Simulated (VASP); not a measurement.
Runs of VASP 6.6.1 on AlO. The structure is that of space group P4/nmm (No. 129), or close to it. The cells are those of the table. 

```tsv
task	spin	cell	k mesh	cutoff (eV)	gap on the mesh (eV)	pressure (GPa)	relaxed volume (Å³/atom)	largest force (eV/Å)
single point	off	a = 3.451, b = 3.451, c = 4.339 Å, 4 atoms	6 × 6 × 4	520	none	0.1	-	0.01
relaxation of cell and atoms	off	relaxed from a = 3.339, b = 3.339, c = 4.220 Å, 4 atoms	6 × 6 × 4	600	none	-0.4	12.96	0.02
single point	off	a = 3.339, b = 3.339, c = 4.220 Å, 4 atoms	6 × 6 × 4	520	none	2.4	-	2.82
single point	off	a = 3.451, b = 3.451, c = 4.353 Å, 4 atoms	14 × 14 × 10	520	none	0.0	-	0.01
single point	collinear, ferromagnetic start	a = 3.339, b = 3.339, c = 4.220 Å, 4 atoms	6 × 6 × 4	520	none	2.4	-	2.82
relaxation of cell and atoms	off	relaxed from a = 3.451, b = 3.451, c = 4.339 Å, 4 atoms	14 × 14 × 10	600	none	0.1	(a)	-
```

Alike in all rows: level PBE; potentials or basis VASP PAW PBE potentials, release 64 (Al, O); smearing gaussian 0.1 eV.

Question: Estimate the missing entries.

Answer: (a) 12.91.

Caveats: some runs use coarse meshes; forces of over 1 eV/Å act on the atoms, so gaps and moduli don't describe the material at rest (some runs).

A gap of «none» marks levels without a gap at the run's occupations.
